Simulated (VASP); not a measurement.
# TiTe2 (P-3m1) in VASP: a series of runs, part 2 of 2

VASP 6.6.1. The steps go on from the part before.

**3. Relaxation of cell and atoms, PBE+D3(BJ)**

This run uses another cell than the first one, of 26.76 Å³/atom.

INCAR

```
PREC     = Accurate       # precision mode
ENCUT    = 600            # plane-wave cutoff, eV
EDIFF    = 1E-6           # SCF threshold, eV
ISMEAR   = 0              # smearing method
SIGMA    = 0.1            # smearing width, eV
LREAL    = False          # projectors in reciprocal space
LASPH    = True           # aspherical terms in the spheres
NELM     = 80             # most SCF steps
ALGO     = Normal         # electronic algorithm
ISIF     = 3              # what is computed and relaxed
LWAVE    = False          # write WAVECAR
LCHARG   = False          # write CHGCAR
GGA      = PE             # functional
IVDW     = 12             # dispersion correction
IBRION   = 2              # ionic algorithm
NSW      = 100            # ionic steps
EDIFFG   = -0.005         # ionic threshold
```

KPOINTS

```
Automatic mesh
0
Gamma
  12 12 8
```

POSCAR

```
TiTe2
1.0
    3.7770000000      0.0000000000      0.0000000000
   -1.8885000000      3.2709779501      0.0000000000
    0.0000000000      0.0000000000      6.4980000000
Ti Te
1 2
Direct
    0.0000000000      0.0000000000      0.0000000000
    0.6666666667      0.3333333333      0.2628000000
    0.3333333333      0.6666666667      0.7372000000
```

Potentials or basis: VASP PAW PBE potentials, release 64 (Ti_sv, Te).

The run is started by

```sh
cat potpaw_PBE.64/Ti_sv/POTCAR potpaw_PBE.64/Te/POTCAR > POTCAR
mpirun -np 1 vasp_std > vasp.out
```

OUTCAR:

```text
PREC = Accurate
   ENCUT = 600
   EDIFF = 1E-6
   ISMEAR = 0
   LREAL = False
   LASPH = True
   NELM = 80
   ISIF = 3
   GGA = PE
   IVDW = 12
   IBRION = 2
   NSW = 100
   EDIFFG = -0.005
 IVDW          = 12

 ion  position               nearest neighbor table
   1  0.000  0.000  0.000-   2 2.77   3 2.77   2 2.77   3 2.77   2 2.77   3 2.77
   2  0.667  0.333  0.263-   1 2.77   1 2.77   1 2.77
   3  0.333  0.667  0.737-   1 2.77   1 2.77   1 2.77

  LATTYP: Found a hexagonal cell.
 ALAT       =     3.7770000000
 C/A-ratio  =     1.7204130262

  Lattice vectors:

 A1 = (   3.7770000000,   0.0000000000,   0.0000000000)
 A2 = (  -1.8885000000,   3.2709779501,   0.0000000000)
 A3 = (   0.0000000000,   0.0000000000,   6.4980000000)

Analysis of symmetry for initial positions (statically):
=====================================================================
 Subroutine PRICEL returns:
 Original cell was already a primitive cell.

 Routine SETGRP: Setting up the symmetry group for a
 hexagonal supercell.

 Subroutine GETGRP returns: Found 12 space group operations
 (whereof 12 operations were pure point group operations)
 out of a pool of 24 trial point group operations.

The static configuration has the point symmetry D_3d.

Analysis of symmetry for dynamics (positions and initial velocities):
=====================================================================
 Subroutine PRICEL returns:
 Original cell was already a primitive cell.

 Routine SETGRP: Setting up the symmetry group for a
 hexagonal supercell.

 Subroutine GETGRP returns: Found 12 space group operations
 (whereof 12 operations were pure point group operations)
 out of a pool of 24 trial point group operations.

The dynamic configuration has the point symmetry D_3d.

 Subroutine INISYM returns: Found 12 space group operations
 (whereof 12 operations are pure point group operations),
 and found     1 'primitive' translations
[... 109 lines left out ...]
   NUPDOWN=      -1.0000    fix difference up-down
   EMIN   =  10.00;   EMAX   =-10.00  energy-range for DOS
   EFERMI =   0.00;   METHOD = LEGACY
   ISMEAR =     0;   SIGMA  =   0.10  broadening in eV -4-tet -1-fermi 0-gaus
   EFERMI_NEDOS =   21; number of points for ismear=-14 and -15
   IALGO  =     38    algorithm
   IMIX   =      4    mixing-type and parameters
     AMIX     =   0.40;   BMIX     =  1.00
     AMIX_MAG =   1.60;   BMIX_MAG =  1.00
  volume/ion in A,a.u.               =      26.76       180.58
  Fermi-wavevector in a.u.,A,eV,Ry     =   1.094655  2.068597 16.303438  1.198269
  Thomas-Fermi vector in A             =   2.230964
   LORBIT       =      0    0 simple, 1 ext, 2 COOP (PROOUT), +10 PAW based schemes
   GGA     = PE    functional components
   LHFCALC =     F    Hartree Fock is set to
   AEXX    =    0.0000 exact exchange contribution
   IVDW    =    12    specifies the selected vdW correction
   LEPSILON=     F    determine dielectric tensor
   LRPA    =     F    only Hartree local field effects (RPA)
 conjugate gradient relaxation of ions
 non-spin polarized calculation
 Gauss-broadening in eV      SIGMA  =   0.10
  energy-cutoff  :      600.00
  volume of cell :       80.28
 maximum number of plane-waves:      2714
   NGX = 15   NGY = 15   NGZ = 25

--------------------------------------- Ionic step        1  -------------------------------------------

 number of electron      24.0000002 magnetization

 Free energy of the ion-electron system (eV)
  ---------------------------------------------------
  ext. energy  EPLUGINS =         0.00000000
  ---------------------------------------------------
  free energy    TOTEN  =       -16.20709842 eV

  energy without entropy =      -16.20039263  energy(sigma->0) =      -16.20374552

 E-fermi :   6.8437     XC(G=0):  -9.8601

 val. band max:        6.8403130302   @ k =   0.5000  -0.0000   0.0000
 cond. band min:       6.8508543444   @ k =   0.0000   0.0833   0.3750
 fundamental gap:      0.0105413141
 Fermi energy:         6.8437081651

 k-point     1 :       0.0000    0.0000    0.0000
  band No.  band energies     occupation
      1     -50.6645      2.00000
      2     -26.9245      2.00000
      3     -26.9245      2.00000
      4     -26.8787      2.00000
      5      -5.5828      2.00000
      6      -4.0802      2.00000
[... 563 lines left out ...]
  FREE ENERGIE OF THE ION-ELECTRON SYSTEM (eV)
  ---------------------------------------------------
  free  energy   TOTEN  =       -17.7013553485 eV

  energy  without entropy=      -17.6949684793  energy(sigma->0) =      -17.69816191

[... ionic steps 4 to 8 ...]

--------------------------------------- Ionic step        9  -------------------------------------------

 number of electron      23.9999999 magnetization

------------------------ aborting loop because EDIFF is reached ----------------------------------------
[... 77 lines left out ...]
--------------------------------------- Ionic step       11  -------------------------------------------

 number of electron      24.0000000 magnetization

 Free energy of the ion-electron system (eV)
  ---------------------------------------------------
  ext. energy  EPLUGINS =         0.00000000
  ---------------------------------------------------
  free energy    TOTEN  =       -16.14876426 eV

  energy without entropy =      -16.14275315  energy(sigma->0) =      -16.14575870

 E-fermi :   7.6172     XC(G=0): -10.1777

 val. band max:        7.6070468459   @ k =   0.2500  -0.0000   0.1250
 cond. band min:       7.6203776251   @ k =   0.0000   0.4167   0.2500
 fundamental gap:      0.0133307792
 Fermi energy:         7.6172088849

 k-point     1 :       0.0000    0.0000    0.0000
  band No.  band energies     occupation
      1     -49.7587      2.00000
      2     -26.0249      2.00000
      3     -26.0249      2.00000
      4     -25.9883      2.00000
      5      -5.1615      2.00000
      6      -3.4523      2.00000
[... 481 lines left out ...]
  FREE ENERGIE OF THE ION-ELECTRON SYSTEM (eV)
  ---------------------------------------------------
  free  energy   TOTEN  =       -17.7182003931 eV

  energy  without entropy=      -17.7121892829  energy(sigma->0) =      -17.71519484

 reached required accuracy - stopping structural energy minimisation
```

OSZICAR:

```text
N       E                     dE             d eps       ncg     rms          rms(c)
DAV:   1     0.189835183363E+03    0.18984E+03   -0.11895E+04  4192   0.155E+03
[... 111 lines left out ...]
       N       E                     dE             d eps       ncg     rms          rms(c)
DAV:   1    -0.161488789097E+02    0.50840E-03   -0.63536E-03  4544   0.101E+00    0.902E-02
DAV:   2    -0.161487978900E+02    0.81020E-04   -0.42214E-04  4248   0.200E-01    0.401E-02
DAV:   3    -0.161487773831E+02    0.20507E-04   -0.23814E-04  5496   0.804E-02    0.324E-02
DAV:   4    -0.161487650428E+02    0.12340E-04   -0.14284E-04  6168   0.824E-02    0.129E-02
DAV:   5    -0.161487638569E+02    0.11860E-05   -0.71317E-06  4960   0.205E-02    0.579E-03
DAV:   6    -0.161487642600E+02   -0.40317E-06   -0.11190E-06  2264   0.872E-03
  11 F= -.17718200E+02 E0= -.17715195E+02  d E =-.344132E-04
```

CONTCAR:

```text
TiTe2
   1.00000000000000
     3.6965765156465422    0.0000000000000000   -0.0000000000000000
    -1.8482882578232711    3.2013291695886474    0.0000000000000000
     0.0000000000000000    0.0000000000000000    6.3768951023934815
  Ti              Te
     1     2
Direct
     0.0000000000000000    0.0000000000000000    0.0000000000000000
     0.6666666667000030    0.3333333332999970    0.2715182097939592
     0.3333333332999970    0.6666666667000030    0.7284817902060408

  0.00000000E+00  0.00000000E+00  0.00000000E+00
  0.00000000E+00  0.00000000E+00  0.00000000E+00
  0.00000000E+00  0.00000000E+00  0.00000000E+00
```

Wall time 10 min (1 thread of Intel Xeon 6975P-C (Granite Rapids), shared host); peak memory 0.39 GiB.

Results:

```
Free energy                           : -17.7182 eV
Relaxed volume                        : 25.15 Å³/atom
Relaxed cell                          : a = 3.697 Å, b = 3.697 Å, c = 6.377 Å, α = 90.00°, β = 90.00°, γ = 120.00°
Space group after relaxing (to 0.1 Å) : P-3m1 (No. 164)
Energy gained by relaxing             : 12.1 meV/atom
Ionic steps                           : 11
Pressure after relaxing               : 0.0 GPa
Band gap on the k mesh                : zero (bands 12 and 13 overlap by 0.84 eV)
Dispersion energy per atom            : -0.523 eV
```

The path:
```
step  energy change (eV)  largest force (eV/Å)  pressure (GPa)  volume (Å³)
   1              0.0000                0.0469           -2.03        80.28
   2             -0.0165                0.4438            1.12        76.39
   3             -0.0195                0.3284            0.17        77.46
   4             -0.0289                0.2009            0.07        76.86
   5             -0.0322                0.0571           -0.03        76.21
   6             -0.0322                0.0660           -0.01        76.25
   7             -0.0340                0.0399           -0.11        76.15
   8             -0.0360                0.0333           -0.34        75.86
   9             -0.0354                0.0573            0.46        74.92
  10             -0.0363                0.0016           -0.03        75.50
  11             -0.0364                0.0008           -0.01        75.46
```

Final structure:
```yaml
crystal:
  lattice:
    - [3.69658, 0.00000, 0.00000]
    - [-1.84829, 3.20133, 0.00000]
    - [0.00000, 0.00000, 6.37690]
  atoms:
    - { symbol: Ti, position: [0.00000, 0.00000, 0.00000] }
    - { symbol: Te, position: [0.66667, 0.33333, 0.27152] }
    - { symbol: Te, position: [0.33333, 0.66667, 0.72848] }
```

Caveat: spin-orbit coupling is left out, which moves the levels of the heavy elements.
